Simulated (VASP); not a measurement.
The system is Al.

```xyz
1
Lattice="-1.5912 1.5912 1.5912 1.5912 -1.5912 1.5912 1.5912 1.5912 -1.5912" Properties=species:S:1:pos:R:3 pbc="T T T"
Al    0.0000    0.0000    0.0000
```

This isn't the form of Al at room conditions, which is fcc.

Base run:

```yaml
Program: VASP 6.6.1
Functional: PBEsol
Dispersion: D3(BJ)
Potentials_or_basis: VASP PAW PBE potentials, release 64 (Al)
Cutoff: 500 eV
k_mesh: 13 × 13 × 13
Occupations: fermi-dirac, width 0.3 eV
Spin: no spin polarisation
```

Its results: band gap on the k mesh zero (an odd number of electrons rules out a gap without spin polarisation); pressure -0.7 GPa.

Q: The run is repeated on the same cell with these changes: occupations from fermi-dirac, width 0.3 eV to fermi-dirac, width 0.05 eV. What comes out?

A: Band gap on the k mesh zero (an odd number of electrons rules out a gap without spin polarisation); pressure -1.3 GPa.

Caveats: the PAW data sets were made with another functional, which shifts forces and pressure a little; so wide a smearing shifts energies and pressures (at least some runs).
